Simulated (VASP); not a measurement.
# WSe2 in VASP: notebook

WSe2 is run at these levels: PBE+D3(BJ); tasks: relaxation of shape and atoms at fixed volume.

Program: VASP 6.6.1. These are calculated values, not measurements. Logs are shortened: lines on timing, memory, paths and dates and some standing lists are left out, and cuts for length are marked.

## 1. The cell of the first run

The typed cell holds 6 atoms: a = 3.175 Å, b = 3.175 Å, c = 12.012 Å, α = 90.00°, β = 90.00°, γ = 120.00°.

## 2. Relaxation of shape and atoms at fixed volume, PBE+D3(BJ) (17.48 Å³/atom)

The input, INCAR:

```
SYSTEM = WSe2
ALGO     = Normal         ! electronic algorithm
EDIFF    = 1E-6           ! SCF threshold, eV
EDIFFG   = -0.01          ! ionic threshold
ENCUT    = 600            ! plane-wave cutoff, eV
GGA      = PE             ! functional
IBRION   = 2              ! ionic algorithm
ISIF     = 4              ! what is computed and relaxed
ISMEAR   = 0              ! smearing method
IVDW     = 12             ! dispersion correction
LASPH    = .TRUE.         ! aspherical terms in the spheres
LCHARG   = .FALSE.        ! write CHGCAR
LREAL    = .FALSE.        ! projectors in reciprocal space
LWAVE    = .FALSE.        ! write WAVECAR
NELM     = 60             ! most SCF steps
NSW      = 50             ! ionic steps
PREC     = Accurate       ! precision mode
SIGMA    = 0.02           ! smearing width, eV
```

The input, KPOINTS:

```
k-points
0
G
  9 9 2
  0 0 0
```

The input, POSCAR:

```
WSe2
1.0
    3.1749104555      0.0000000000      0.0000000000
   -1.5874552277      2.7495531091      0.0000000000
    0.0000000000      0.0000000000     12.0115969965
W Se
2 4
Direct
    0.6666666667      0.3333333333      0.2500283619
    0.3333333333      0.6666666667      0.7499716381
    0.3333333333      0.6666666667      0.3893677806
    0.6666666667      0.3333333333      0.8893124511
    0.3333333333      0.6666666667      0.1106875489
    0.6666666667      0.3333333333      0.6106322194
```

Potentials or basis: VASP PAW PBE potentials, release 64 (W_sv, Se).

Command:

```
$ cat potpaw_PBE.64/W_sv/POTCAR potpaw_PBE.64/Se/POTCAR > POTCAR
$ mpirun -np 1 vasp_std > vasp.out
```

OUTCAR:

```text
SYSTEM = WSe2
   EDIFF = 1E-6
   EDIFFG = -0.01
   ENCUT = 600
   GGA = PE
   IBRION = 2
   ISIF = 4
   ISMEAR = 0
   IVDW = 12
   LASPH = .TRUE.
   LREAL = .FALSE.
   NELM = 60
   NSW = 50
   PREC = Accurate
 IVDW          = 12

 ion  position               nearest neighbor table
   1  0.667  0.333  0.250-   3 2.48   3 2.48   3 2.48   5 2.48   5 2.48   5 2.48
   2  0.333  0.667  0.750-   6 2.48   6 2.48   6 2.48   4 2.48   4 2.48   4 2.48
   3  0.333  0.667  0.389-   1 2.48   1 2.48   1 2.48
   4  0.667  0.333  0.889-   2 2.48   2 2.48   2 2.48
   5  0.333  0.667  0.111-   1 2.48   1 2.48   1 2.48
   6  0.667  0.333  0.611-   2 2.48   2 2.48   2 2.48

  LATTYP: Found a hexagonal cell.
 ALAT       =     3.1749104555
 C/A-ratio  =     3.7832868564

  Lattice vectors:

 A1 = (   3.1749104555,   0.0000000000,   0.0000000000)
 A2 = (  -1.5874552277,   2.7495531091,   0.0000000000)
 A3 = (   0.0000000000,   0.0000000000,  12.0115969965)

Analysis of symmetry for initial positions (statically):
=====================================================================
 Subroutine PRICEL returns:
 Original cell was already a primitive cell.

 Routine SETGRP: Setting up the symmetry group for a
 hexagonal supercell.

 Subroutine GETGRP returns: Found 12 space group operations
 (whereof 12 operations were pure point group operations)
 out of a pool of 24 trial point group operations.

The static configuration has the point symmetry D_3d.

Analysis of symmetry for dynamics (positions and initial velocities):
=====================================================================
 Subroutine PRICEL returns:
 Original cell was already a primitive cell.

 Routine SETGRP: Setting up the symmetry group for a
 hexagonal supercell.

 Subroutine GETGRP returns: Found 12 space group operations
 (whereof 12 operations were pure point group operations)
 out of a pool of 24 trial point group operations.

The dynamic configuration has the point symmetry D_3d.

 Subroutine INISYM returns: Found 12 space group operations
 (whereof 12 operations are pure point group operations),
 and found     1 'primitive' translations

----------------------------------------------------------------------------------------

                                     Primitive cell

  volume of cell :     104.8563

  direct lattice vectors                    reciprocal lattice vectors
     3.174910456  0.000000000  0.000000000     0.314969513  0.181847733  0.000000000
    -1.587455228  2.749553109  0.000000000     0.000000000  0.363695466  0.000000000
     0.000000000  0.000000000 12.011596996     0.000000000  0.000000000  0.083252876

  length of vectors
     3.174910456  3.174910455 12.011596996     0.363695466  0.363695466  0.083252876

  position of ions in fractional coordinates (direct lattice)
     0.666666667  0.333333333  0.250028362
     0.333333333  0.666666667  0.749971638
     0.333333333  0.666666667  0.389367781
     0.666666667  0.333333333  0.889312451
     0.333333333  0.666666667  0.110687549
     0.666666667  0.333333333  0.610632219

  ion indices of the primitive-cell ions
   primitive index   ion index
                 1           1
                 2           2
                 3           3
                 4           4
                 5           5
                 6           6

----------------------------------------------------------------------------------------

 KPOINTS: k-points

Automatic generation of k-mesh.
 Grid dimensions read from file:
 generate k-points for:    9    9    2

 Generating k-lattice:

  Cartesian coordinates                     Fractional coordinates (reciprocal lattice)
     0.034996613  0.020205304  0.000000000     0.111111111  0.000000000  0.000000000
     0.000000000  0.040410607  0.000000000     0.000000000  0.111111111  0.000000000
     0.000000000  0.000000000  0.041626438     0.000000000  0.000000000  0.500000000

  Length of vectors
     0.040410607  0.040410607  0.041626438

  Shift w.r.t. Gamma in fractional coordinates (k-lattice)
     0.000000000  0.000000000  0.000000000

 Subroutine IBZKPT returns following result:
 ===========================================

 Found     24 irreducible k-points:

 Following reciprocal coordinates:
            Coordinates               Weight
  0.000000  0.000000  0.000000      1.000000
  0.111111  0.000000  0.000000      6.000000
  0.222222  0.000000  0.000000      6.000000
  0.333333  0.000000  0.000000      6.000000
  0.444444  0.000000  0.000000      6.000000
  0.111111  0.111111  0.000000      6.000000
[... 16 lines left out ...]
  0.333333  0.222222  0.500000     12.000000
  0.333333  0.333333  0.500000      2.000000
   k-points           NKPTS =     24   k-points in BZ     NKDIM =     24   number of bands    NBANDS=     31
   number of dos      NEDOS =    301   number of ions     NIONS =      6
   total plane-waves  NPLWV =  75264
   dimension x,y,z NGX =    28 NGY =   28 NGZ =   96
   dimension x,y,z NGXF=    56 NGYF=   56 NGZF=  192
   ions per type =               2   4
   NGX,Y,Z   is equivalent  to a cutoff of  14.66, 14.66, 13.29 a.u.
   NGXF,Y,Z  is equivalent  to a cutoff of  29.32, 29.32, 26.57 a.u.
 SYSTEM =  WSe2
   PREC   = accura    normal or accurate (medium, high low for compatibility)
   ISTART =      0    job   : 0-new  1-cont  2-samecut
   ICHARG =      2    charge: 1-file 2-atom 10-const
   ISPIN  =      1    spin polarized calculation?
   LNONCOLLINEAR =      F non collinear calculations
   LSORBIT =      F    spin-orbit coupling
   LASPH  =      T    aspherical Exc in radial PAW
   ENCUT  =  600.0 eV  44.10 Ry    6.64 a.u.   6.34  6.34 23.99*2*pi/ulx,y,z
   NELM   =     60;   NELMIN=  2; NELMDL= -5     # of ELM steps
   EDIFF  = 0.1E-05   stopping-criterion for ELM
   LREAL  =      F    real-space projection
   EDIFFG = -.1E-01   stopping-criterion for IOM
   NSW    =     50    number of steps for IOM
   IBRION =      2    ionic relax: 0-MD 1-quasi-New 2-CG
   NFREE  =      1    steps in history (QN), initial steepest desc. (CG)
   ISIF   =      4    stress and relaxation
   ISYM   =      2    0-nonsym 1-usesym 2-fastsym
   POTIM  = 0.5000    time-step for ionic-motion
   TEBEG  =    0.0;   TEEND  =   0.0 temperature during run
   PSTRESS=    0.0 pullay stress
   NELECT =      52.0000    total number of electrons
   NUPDOWN=      -1.0000    fix difference up-down
   EMIN   =  10.00;   EMAX   =-10.00  energy-range for DOS
   EFERMI =   0.00;   METHOD = LEGACY
   ISMEAR =     0;   SIGMA  =   0.02  broadening in eV -4-tet -1-fermi 0-gaus
   EFERMI_NEDOS =   21; number of points for ismear=-14 and -15
   IALGO  =     38    algorithm
   IMIX   =      4    mixing-type and parameters
     AMIX     =   0.40;   BMIX     =  1.00
     AMIX_MAG =   1.60;   BMIX_MAG =  1.00
  volume/ion in A,a.u.               =      17.48       117.93
  Fermi-wavevector in a.u.,A,eV,Ry     =   1.295819  2.448744 22.846196  1.679148
  Thomas-Fermi vector in A             =   2.427315
   LORBIT       =      0    0 simple, 1 ext, 2 COOP (PROOUT), +10 PAW based schemes
   GGA     = PE    functional components
   LHFCALC =     F    Hartree Fock is set to
   AEXX    =    0.0000 exact exchange contribution
   IVDW    =    12    specifies the selected vdW correction
   LEPSILON=     F    determine dielectric tensor
   LRPA    =     F    only Hartree local field effects (RPA)
 conjugate gradient relaxation of ions
 non-spin polarized calculation
 Gauss-broadening in eV      SIGMA  =   0.02
  energy-cutoff  :      600.00
  volume of cell :      104.86
 maximum number of plane-waves:      3527
 NGX is ok and might be reduce to    28
   NGX = 13   NGY = 13   NGZ = 47

--------------------------------------- Ionic step        1  -------------------------------------------

 number of electron      51.9999998 magnetization

 Free energy of the ion-electron system (eV)
  ---------------------------------------------------
  ext. energy  EPLUGINS =         0.00000000
  ---------------------------------------------------
  free energy    TOTEN  =       -42.21614638 eV

  energy without entropy =      -42.21614638  energy(sigma->0) =      -42.21614638

------------------------ aborting loop because EDIFF is reached ----------------------------------------

 Edisp (eV)   -3.25979

 E8    (eV) :    -1.4553

  FORCE on cell =-STRESS in cart. coord.  units (eV):
  Direction    XX          YY          ZZ          XY          YZ          ZX
  --------------------------------------------------------------------------------------
  -------------------------------------------------------------------------------------
  Total       8.96555     8.96555     9.99029     0.00000     0.00000    -0.00000
  in kB     136.99136   136.99136   152.64912     0.00000     0.00000    -0.00000
  external pressure =      142.21 kB  Pullay stress =        0.00 kB

 VOLUME and BASIS-vectors are now :
 -----------------------------------------------------------------------------
  energy-cutoff  :      600.00
  volume of cell :      104.86
      direct lattice vectors                 reciprocal lattice vectors
     3.174910456  0.000000000  0.000000000     0.314969513  0.181847733  0.000000000
    -1.587455228  2.749553109  0.000000000     0.000000000  0.363695466  0.000000000
     0.000000000  0.000000000 12.011596996     0.000000000  0.000000000  0.083252876
[... 133 lines left out ...]
 POSITION                                       TOTAL-FORCE (eV/Angst)
 -----------------------------------------------------------------------------------
      1.58869      0.91723      2.99848        -0.000000     -0.000000     -0.000867
     -0.00000      1.83447      8.99439        -0.000000      0.000000      0.000867
     -0.00000      1.83447      4.69768        -0.000000      0.000000      0.016521
      1.58869      0.91723     10.69361        -0.000000      0.000000      0.017967
     -0.00000      1.83447      1.29926         0.000000     -0.000000     -0.017967
      1.58869      0.91723      7.29519         0.000000     -0.000000     -0.016521
 -----------------------------------------------------------------------------------
    total drift:                                0.000000     -0.000000      0.000000

  FREE ENERGIE OF THE ION-ELECTRON SYSTEM (eV)
  ---------------------------------------------------
  free  energy   TOTEN  =       -45.5113857240 eV

  energy  without entropy=      -45.5113857240  energy(sigma->0) =      -45.51138572

--------------------------------------- Ionic step        5  -------------------------------------------

 number of electron      51.9999999 magnetization

 Free energy of the ion-electron system (eV)
  ---------------------------------------------------
  ext. energy  EPLUGINS =         0.00000000
  ---------------------------------------------------
  free energy    TOTEN  =       -42.25049922 eV

  energy without entropy =      -42.25049922  energy(sigma->0) =      -42.25049922

 E-fermi :   8.5400     XC(G=0): -11.6584

 val. band max:        8.2756304424   @ k =   0.0000   0.0000   0.0000
 cond. band min:       8.8785226845   @ k =   0.2222   0.1111   0.0000
 fundamental gap:      0.6028922421
 Fermi energy:         8.5400187053

 k-point     1 :       0.0000    0.0000    0.0000
  band No.  band energies     occupation
      1     -66.1311      2.00000
      2     -66.1311      2.00000
      3     -30.4638      2.00000
      4     -30.4636      2.00000
      5     -30.2305      2.00000
      6     -30.2305      2.00000
[... 831 lines left out ...]
 POSITION                                       TOTAL-FORCE (eV/Angst)
 -----------------------------------------------------------------------------------
      1.59020      0.91810      2.99279        -0.000000      0.000000     -0.000875
     -0.00000      1.83620      8.97738         0.000000     -0.000000      0.000875
     -0.00000      1.83620      4.69062        -0.000000      0.000000      0.003401
      1.59020      0.91810     10.67523        -0.000000      0.000000      0.004744
     -0.00000      1.83620      1.29495         0.000000     -0.000000     -0.004744
      1.59020      0.91810      7.27956         0.000000     -0.000000     -0.003401
 -----------------------------------------------------------------------------------
    total drift:                                0.000000     -0.000000      0.000000

  FREE ENERGIE OF THE ION-ELECTRON SYSTEM (eV)
  ---------------------------------------------------
  free  energy   TOTEN  =       -45.5117550584 eV

  energy  without entropy=      -45.5117550584  energy(sigma->0) =      -45.51175506

 reached required accuracy - stopping structural energy minimisation
```

Wall time 3.1 min (1 thread of Intel Xeon 6975P-C (Granite Rapids), shared host); peak memory 0.32 GiB.

Results:

```
Free energy                  : -45.5118 eV
Energy gained by relaxing    : 6.0 meV/atom
Ionic steps                  : 5
Pressure after relaxing      : 11.3 GPa
Largest force after relaxing : 0.005 eV/Å
Band gap on the k mesh       : 0.60 eV (least direct gap 1.24 eV)
Dispersion energy per atom   : -0.544 eV
```

Forces in eV/Å, atoms in the order of the input:
```
W    0.000  0.000 -0.001
W    0.000  0.000  0.001
Se   0.000  0.000  0.003
Se   0.000  0.000  0.005
Se   0.000  0.000 -0.005
Se   0.000  0.000 -0.003
```

The path:
| step | energy change (eV) | largest force (eV/Å) | pressure (GPa) | volume (Å³) |
| --- | --- | --- | --- | --- |
| 1 | 0.0000 | 0.6297 | 14.22 | 104.86 |
| 2 | -0.0269 | 0.1333 | 10.83 | 104.86 |
| 3 | -0.0303 | 0.0557 | 11.66 | 104.86 |
| 4 | -0.0354 | 0.0180 | 11.36 | 104.86 |
| 5 | -0.0358 | 0.0047 | 11.26 | 104.86 |

Final structure:
```
W Se
1.0
     3.18040    0.00000    0.00000
    -1.59020    2.75431    0.00000
     0.00000    0.00000   11.97018
W Se
2 4
Cartesian
  1.5902 0.9181 2.9928
  0.0000 1.8362 8.9774
  0.0000 1.8362 4.6906
  1.5902 0.9181 10.6752
  0.0000 1.8362 1.2949
  1.5902 0.9181 7.2796
```

Levels at points of the mesh, in eV from the valence-band top:
```tsv
k point	band 23	band 24	band 25	band 26	band 27	band 28	band 29	band 30
(0.00, 0.00, 0.00)	-1.45	-1.45	-0.48	0.00	2.48	2.48	2.60	2.60
(0.00, 0.00, 0.50)	-1.54	-1.54	-0.12	-0.12	2.54	2.54	2.55	2.55
```

Caveat: spin-orbit coupling is left out, which moves the levels of the heavy elements; an odd mesh through Γ misses points on the zone boundary, where band edges can lie.

[end of part 1 of 2]
